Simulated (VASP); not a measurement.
The system is Mo3H.

```xyz
4
Lattice="2.5439 0.0000 0.0000 0.0000 2.6270 0.0000 0.0000 0.0000 9.4390" Properties=species:S:1:pos:R:3 pbc="T T T"
H     0.0000    0.0000    0.0000
Mo    0.0000    1.3135    2.4168
Mo    0.0000    0.0000    4.7195
Mo    0.0000    1.3135    7.0222
```

The cell was built from a structure type or drawn by symmetry, and may not be a known phase.

```yaml
Program: VASP 6.6.1
Task: relaxation of cell and atoms
Functional: PBE
Potentials_or_basis: VASP PAW PBE potentials, release 64 (H, Mo_sv)
Cutoff: 600 eV
k_mesh: 8 × 7 × 2
Occupations: gaussian, width 0.2 eV
Spin: no spin polarisation
```

At the start: pressure 2.4 GPa; volume 15.77 Å³/atom.

Where does the relaxation end?

Over 19 steps the energy falls by 572.0 meV/atom and the volume is 13.54 Å³/atom (-14.1 %); space group Pmmm (No. 47, to 0.1 Å) before and after.

The path:
```
step  energy change (eV)  largest force (eV/Å)  pressure (GPa)  volume (Å³)
   1              0.0000                2.6309            2.42        63.08
   2             -0.4616                1.3770           -9.01        65.27
   3             -0.5164                0.9499          -12.67        66.24
   4             -0.8099                0.9302          -10.35        63.92
   5             -1.3581                0.7846            1.47        57.28
   6             -1.3803                0.6503            9.22        54.69
   7             -1.5520                0.4902           10.60        53.75
   8             -1.7588                0.2772           16.44        51.65
   9             -2.0421                0.3350            8.07        53.09
  10             -2.2066                0.4904           -1.57        55.17
  11             -2.2109                0.5192           -3.01        55.53
  12             -2.2110                0.5256           -3.31        55.61
  13             -2.2353                0.4851           -2.24        55.19
  14             -2.2708                0.3564            1.41        53.92
  15             -2.2714                0.3370            2.03        53.73
  16             -2.2818                0.2266            0.79        54.00
  17             -2.2861                0.0787           -0.85        54.37
  18             -2.2862                0.0977           -0.66        54.32
  19             -2.2879                0.0543           -0.09        54.17
```

Final structure:
```
H Mo
1.0
     2.51137    0.00000    0.00000
     0.00000    2.67117    0.00000
     0.00000    0.00000    8.07491
H Mo
1 3
Direct
  0.00000 0.00000 0.00000
  0.00000 0.50000 0.18340
  0.00000 0.00000 0.50000
  0.00000 0.50000 0.81660
```

Caveat: the relaxation stopped at a loose force limit of 0.08 eV/Å, so its end isn't a converged minimum.
